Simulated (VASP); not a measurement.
# HfC (Fm-3m) in VASP: a series of runs

The runs below take HfC through single point, with PBE, r2SCAN.

All numbers are computed with VASP 6.6.1; they aren't measurements. Logs are shortened: lines on timing, memory, paths and dates and some standing lists are left out, and cuts for length are marked.

**1. The cell of the first run**

It takes space group Fm-3m (No. 225, cubic). The conventional cell has a = 4.652 Å, b = 4.652 Å, c = 4.652 Å, α = 90.00°, β = 90.00°, γ = 90.00°. Hf (site symmetry m-3m) has 6 C at 2.33 Å within 3.1 Å. C (site symmetry m-3m) has 6 Hf at 2.33 Å within 3.1 Å.

**2. Single point, PBE**

Input file INCAR:

```
ALGO = Normal
EDIFF = 1E-6
ENCUT = 520
GGA = PE
ISIF = 2
ISMEAR = 0
LASPH = True
LCHARG = False
LREAL = False
LWAVE = False
NBANDS = 14
NELM = 60
PREC = Accurate
SIGMA = 0.05
```

Input file KPOINTS:

```
k-points
0
Gamma
  8 8 8
```

Input file POSCAR:

```
HfC
1.0
    0.0000000000      2.3258553908      2.3258553908
    2.3258553908      0.0000000000      2.3258553908
    2.3258553908      2.3258553908      0.0000000000
Hf C
1 1
Direct
    0.5000000000      0.5000000000      0.5000000000
    0.0000000000      0.0000000000      0.0000000000
```

Potentials or basis: VASP PAW PBE potentials, release 64 (Hf_pv, C).

Command:

```
cat potpaw_PBE.64/Hf_pv/POTCAR potpaw_PBE.64/C/POTCAR > POTCAR
mpirun -np 1 vasp_std > vasp.out
```

OUTCAR:

```text
EDIFF = 1E-6
   ENCUT = 520
   GGA = PE
   ISIF = 2
   ISMEAR = 0
   LASPH = True
   LREAL = False
   NELM = 60
   PREC = Accurate

 ion  position               nearest neighbor table
   1  0.500  0.500  0.500-   2 2.33   2 2.33   2 2.33   2 2.33   2 2.33   2 2.33
   2  0.000  0.000  0.000-   1 2.33   1 2.33   1 2.33   1 2.33   1 2.33   1 2.33

  LATTYP: Found a face centered cubic cell.
 ALAT       =     4.6517107816

  Lattice vectors:

 A1 = (   0.0000000000,   2.3258553908,   2.3258553908)
 A2 = (   2.3258553908,   0.0000000000,   2.3258553908)
 A3 = (   2.3258553908,   2.3258553908,   0.0000000000)

Analysis of symmetry for initial positions (statically):
=====================================================================
 Subroutine PRICEL returns:
 Original cell was already a primitive cell.

 Routine SETGRP: Setting up the symmetry group for a
 face centered cubic supercell.

 Subroutine GETGRP returns: Found 48 space group operations
 (whereof 48 operations were pure point group operations)
 out of a pool of 48 trial point group operations.

The static configuration has the point symmetry O_h .

Analysis of symmetry for dynamics (positions and initial velocities):
=====================================================================
 Subroutine PRICEL returns:
 Original cell was already a primitive cell.

 Routine SETGRP: Setting up the symmetry group for a
 face centered cubic supercell.

 Subroutine GETGRP returns: Found 48 space group operations
 (whereof 48 operations were pure point group operations)
 out of a pool of 48 trial point group operations.

The dynamic configuration has the point symmetry O_h .

 Subroutine INISYM returns: Found 48 space group operations
 (whereof 48 operations are pure point group operations),
 and found     1 'primitive' translations

----------------------------------------------------------------------------------------

                                     Primitive cell

  volume of cell :      25.1639

  direct lattice vectors                    reciprocal lattice vectors
     0.000000000  2.325855391  2.325855391    -0.214974672  0.214974672  0.214974672
     2.325855391  0.000000000  2.325855391     0.214974672 -0.214974672  0.214974672
     2.325855391  2.325855391  0.000000000     0.214974672  0.214974672 -0.214974672

  length of vectors
     3.289256238  3.289256238  3.289256238     0.372347054  0.372347054  0.372347054

  position of ions in fractional coordinates (direct lattice)
     0.500000000  0.500000000  0.500000000
     0.000000000  0.000000000  0.000000000

  ion indices of the primitive-cell ions
   primitive index   ion index
                 1           1
                 2           2

----------------------------------------------------------------------------------------

 KPOINTS: k-points

Automatic generation of k-mesh.
 Grid dimensions read from file:
 generate k-points for:    8    8    8

 Generating k-lattice:

  Cartesian coordinates                     Fractional coordinates (reciprocal lattice)
    -0.026871834  0.026871834  0.026871834     0.125000000  0.000000000  0.000000000
     0.026871834 -0.026871834  0.026871834     0.000000000  0.125000000  0.000000000
     0.026871834  0.026871834 -0.026871834     0.000000000  0.000000000  0.125000000

  Length of vectors
     0.046543382  0.046543382  0.046543382

  Shift w.r.t. Gamma in fractional coordinates (k-lattice)
     0.000000000  0.000000000  0.000000000

 Subroutine IBZKPT returns following result:
 ===========================================

 Found     29 irreducible k-points:

 Following reciprocal coordinates:
            Coordinates               Weight
  0.000000  0.000000  0.000000      1.000000
  0.125000  0.000000  0.000000      8.000000
  0.250000  0.000000  0.000000      8.000000
  0.375000  0.000000  0.000000      8.000000
  0.500000  0.000000  0.000000      4.000000
  0.125000  0.125000  0.000000      6.000000
[... 16 lines left out ...]
  0.500000  0.250000  0.125000     48.000000
 -0.375000  0.250000  0.125000     24.000000
 [... further k-points ...]
   k-points           NKPTS =     29   k-points in BZ     NKDIM =     29   number of bands    NBANDS=     14
   number of dos      NEDOS =    301   number of ions     NIONS =      2
   total plane-waves  NPLWV =  13824
   dimension x,y,z NGX =    24 NGY =   24 NGZ =   24
   dimension x,y,z NGXF=    48 NGYF=   48 NGZF=   48
   ions per type =               1   1
   NGX,Y,Z   is equivalent  to a cutoff of  12.13, 12.13, 12.13 a.u.
   NGXF,Y,Z  is equivalent  to a cutoff of  24.26, 24.26, 24.26 a.u.
 SYSTEM =  unknown system
   PREC   = accura    normal or accurate (medium, high low for compatibility)
   ISTART =      0    job   : 0-new  1-cont  2-samecut
   ICHARG =      2    charge: 1-file 2-atom 10-const
   ISPIN  =      1    spin polarized calculation?
   LNONCOLLINEAR =      F non collinear calculations
   LSORBIT =      F    spin-orbit coupling
   LASPH  =      T    aspherical Exc in radial PAW
   ENCUT  =  520.0 eV  38.22 Ry    6.18 a.u.   6.12  6.12  6.12*2*pi/ulx,y,z
   NELM   =     60;   NELMIN=  2; NELMDL= -5     # of ELM steps
   EDIFF  = 0.1E-05   stopping-criterion for ELM
   LREAL  =      F    real-space projection
   EDIFFG = 0.1E-04   stopping-criterion for IOM
   NSW    =      0    number of steps for IOM
   IBRION =     -1    ionic relax: 0-MD 1-quasi-New 2-CG
   NFREE  =      0    steps in history (QN), initial steepest desc. (CG)
   ISIF   =      2    stress and relaxation
   ISYM   =      2    0-nonsym 1-usesym 2-fastsym
   POTIM  = 0.5000    time-step for ionic-motion
   TEBEG  =    0.0;   TEEND  =   0.0 temperature during run
   PSTRESS=    0.0 pullay stress
   NELECT =      14.0000    total number of electrons
   NUPDOWN=      -1.0000    fix difference up-down
   EMIN   =  10.00;   EMAX   =-10.00  energy-range for DOS
   EFERMI =   0.00;   METHOD = LEGACY
   ISMEAR =     0;   SIGMA  =   0.05  broadening in eV -4-tet -1-fermi 0-gaus
   EFERMI_NEDOS =   21; number of points for ismear=-14 and -15
   IALGO  =     38    algorithm
   IMIX   =      4    mixing-type and parameters
     AMIX     =   0.40;   BMIX     =  1.00
     AMIX_MAG =   1.60;   BMIX_MAG =  1.00
  volume/ion in A,a.u.               =      12.58        84.91
  Fermi-wavevector in a.u.,A,eV,Ry     =   1.346454  2.544429 24.666518  1.812938
  Thomas-Fermi vector in A             =   2.474284
   LORBIT       =      0    0 simple, 1 ext, 2 COOP (PROOUT), +10 PAW based schemes
   GGA     = PE    functional components
   LHFCALC =     F    Hartree Fock is set to
   AEXX    =    0.0000 exact exchange contribution
   IVDW    =     0    specifies the selected vdW correction
   LEPSILON=     F    determine dielectric tensor
   LRPA    =     F    only Hartree local field effects (RPA)
 non-spin polarized calculation
 Gauss-broadening in eV      SIGMA  =   0.05
  energy-cutoff  :      520.00
  volume of cell :       25.16
 maximum number of plane-waves:       700
   NGX = 13   NGY = 13   NGZ = 13

 number of electron      14.0000000 magnetization

 Free energy of the ion-electron system (eV)
  ---------------------------------------------------
  ext. energy  EPLUGINS =         0.00000000
  ---------------------------------------------------
  free energy    TOTEN  =       -21.04162267 eV

  energy without entropy =      -21.04113159  energy(sigma->0) =      -21.04137713

 E-fermi :   5.8812     XC(G=0): -12.2795

 val. band max:        5.8492029284   @ k =   0.5000   0.5000   0.0000
 cond. band min:       5.9283807282   @ k =   0.1250   0.1250   0.0000
 fundamental gap:      0.0791777998
 Fermi energy:         5.8812405631

 k-point     1 :       0.0000    0.0000    0.0000
  band No.  band energies     occupation
      1     -23.6337      2.00000
      2     -23.6337      2.00000
      3     -23.6337      2.00000
      4      -6.3570      2.00000
      5       6.9472      0.00000
      6       6.9472      0.00000
      7       6.9472      0.00000
      8       7.3355      0.00000
      9       7.3355      0.00000
     10       7.3355      0.00000
     11       9.3316      0.00000
     12       9.3316      0.00000
     13      12.7617      0.00000
     14      16.9418      0.00000

 k-point     2 :       0.1250    0.0000    0.0000
  band No.  band energies     occupation
      1     -23.7382      2.00000
      2     -23.6439      2.00000
      3     -23.6439      2.00000
      4      -5.9716      2.00000
      5       5.1413      2.00000
      6       5.6375      2.00000
      7       5.6375      2.00000
      8       7.8920      0.00000
      9       7.8920      0.00000
     10       8.2499      0.00000
     11      10.8901      0.00000
     12      10.8901      0.00000
     13      13.5793      0.00000
     14      17.9933      0.00000

 k-point     3 :       0.2500    0.0000    0.0000
  band No.  band energies     occupation
      1     -23.9813      2.00000
      2     -23.6681      2.00000
      3     -23.6681      2.00000
      4      -4.9335      2.00000
      5       2.9154      2.00000
      6       4.2025      2.00000
      7       4.2025      2.00000
      8       8.9331      0.00000
      9       8.9876      0.00000
     10       8.9876      0.00000
     11      13.4751      0.00000
     12      13.4751      0.00000
     13      14.9393      0.00000
     14      19.6786      0.00000
[... 324 lines left out ...]
 k-point    23 :       0.5000    0.2500    0.1250
  band No.  band energies     occupation
      1     -24.1521      2.00000
      2     -23.8593      2.00000
      3     -23.7400      2.00000
      4      -3.5909      2.00000
      5       1.3190      2.00000
      6       3.3540      2.00000
      7       3.7005      2.00000
      8       8.5619      0.00000
      9      11.3540      0.00000
     10      11.6397      0.00000
     11      13.2587      0.00000
     12      15.2699      0.00000
     13      17.6029      0.00000
     14      18.9498      0.00000

 k-point    24 :      -0.3750    0.2500    0.1250
  band No.  band energies     occupation
      1     -24.2051      2.00000
      2     -23.8770      2.00000
      3     -23.7604      2.00000
      4      -3.2114      2.00000
      5       0.9716      2.00000
      6       3.1897      2.00000
      7       3.4704      2.00000
      8       9.8348      0.00000
      9      10.1501      0.00000
     10      11.9709      0.00000
     11      14.8151      0.00000
     12      15.4619      0.00000
     13      16.9299      0.00000
     14      19.1932      0.00000

 [... further k-points ...]

------------------------ aborting loop because EDIFF is reached ----------------------------------------

  FORCE on cell =-STRESS in cart. coord.  units (eV):
  Direction    XX          YY          ZZ          XY          YZ          ZX
  --------------------------------------------------------------------------------------
  -------------------------------------------------------------------------------------
  Total       -0.1043756     -0.1043756     -0.1043756     -0.0000000      0.0000000     -0.0000000
  in kB       -6.6455577     -6.6455577     -6.6455577     -0.0000000      0.0000000     -0.0000000
  external PRESSURE =      -6.6455577 kB  Pullay stress =       0.0000000 kB

 VOLUME and BASIS-vectors are now :
 -----------------------------------------------------------------------------
  energy-cutoff  :      520.00
  volume of cell :       25.16
      direct lattice vectors                 reciprocal lattice vectors
     0.000000000  2.325855391  2.325855391    -0.214974672  0.214974672  0.214974672
     2.325855391  0.000000000  2.325855391     0.214974672 -0.214974672  0.214974672
     2.325855391  2.325855391  0.000000000     0.214974672  0.214974672 -0.214974672

 POSITION                                       TOTAL-FORCE (eV/Angst)
 -----------------------------------------------------------------------------------
      2.32586      2.32586      2.32586        -0.000000      0.000000      0.000000
      0.00000      0.00000      0.00000         0.000000     -0.000000     -0.000000
 -----------------------------------------------------------------------------------
    total drift:                                0.000000     -0.000000      0.000000

  FREE ENERGIE OF THE ION-ELECTRON SYSTEM (eV)
  ---------------------------------------------------
  free  energy   TOTEN  =       -21.0416226698 eV

  energy  without entropy=      -21.0411315936  energy(sigma->0) =      -21.04137713
```

Wall time 4.8 s (1 thread of Intel Xeon Platinum 8559C (Emerald Rapids), shared host); peak memory 0.14 GiB.

What came out:

```
Free energy            : -21.0416 eV
Pressure               : -0.7 GPa
Band gap on the k mesh : zero (band 7 reaches 6.95 eV, above the bottom of band 8 at 5.52 eV)
```

Caveat: spin-orbit coupling is left out, which moves the levels of the heavy elements.

[end of part 1 of 2]
